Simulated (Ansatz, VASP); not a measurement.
# One calculation of Li2Sn, two programs

File INCAR:

```
SYSTEM = Li2Sn
ALGO = Fast
EDIFF = 1E-6
EDIFFG = -0.04
ENCUT = 600
GGA = PE
IBRION = 2
ISIF = 3
ISMEAR = 0
LASPH = .True.
LCHARG = .False.
LREAL = .False.
LWAVE = .False.
NELM = 100
NSW = 90
PREC = Accurate
SIGMA = 0.1
```

The input KPOINTS:

```
k-points
0
Gamma
  6 6 4
  0 0 0
```

POSCAR

```
Li2Sn
1.0
    3.6863449311      0.0000000000      0.0000000000
   -1.8431724655      3.1924683574      0.0000000000
    0.0000000000      0.0000000000      3.9802727661
Li Sn
2 1
Direct
    0.3333333333      0.6666666667      0.5000000000
    0.6666666667      0.3333333333      0.5000000000
    0.0000000000      0.0000000000      0.0000000000
```

Input for Ansatz:

```yaml
crystal:
  lattice:
    - [3.6863449311, 0.0, 0.0]
    - [-1.8431724655, 3.1924683574, 0.0]
    - [0.0, 0.0, 3.9802727661]
  atoms:
    - { symbol: Li, position: [0.3333333333, 0.6666666667, 0.5] }
    - { symbol: Li, position: [0.6666666667, 0.3333333333, 0.5] }
    - { symbol: Sn, position: [0.0, 0.0, 0.0] }
basis:
  ecutwfc: 420
kpoints:
  mp_grid: { grid: [6, 6, 4] }
hamiltonian:
  xc: pbe
scf:
  occupations: { method: gaussian, width: 0.1 }
  lower_state_search: "off"
output:
  forces: true
  stress: true
  eigenvalues: true
relax:
  adjacent_minimum: "off"
  f_tol: 0.04
  max_steps: 70
  cell: { stress_tol: 0.4 }
```

Alike in both runs: task relaxation of cell and atoms; functional PBE; k mesh 6 × 6 × 4; occupations gaussian, width 0.1 eV; no spin polarisation.

```csv
,VASP,Ansatz
version,VASP 6.6.1,Ansatz 0.2.0
potentials or method,"VASP PAW PBE potentials, release 64 (Li_sv, Sn_d), cutoff 600 eV","scalar-relativistic, plane waves, PAW"
valence electrons in the cell,20,20
```

```csv
,VASP,Ansatz,Ansatz less VASP
"gap on the k mesh at the Fermi level, each at its own relaxed structure (eV)",none,none,-
relaxed volume (Å³/atom),17.97,18.72,+0.747
relaxed cell length with the largest relative difference (Å),4.658,4.750,+0.0914
```

A gap of «none» marks a metal or a gap that the smearing closes.

The k mesh is coarse, so the values compare programs but aren't converged. Noted on VASP's run: the cutoff is short for stress, so the pressure is rough; the volume moved by over 15 % at a fixed basis, so the end points are rough.
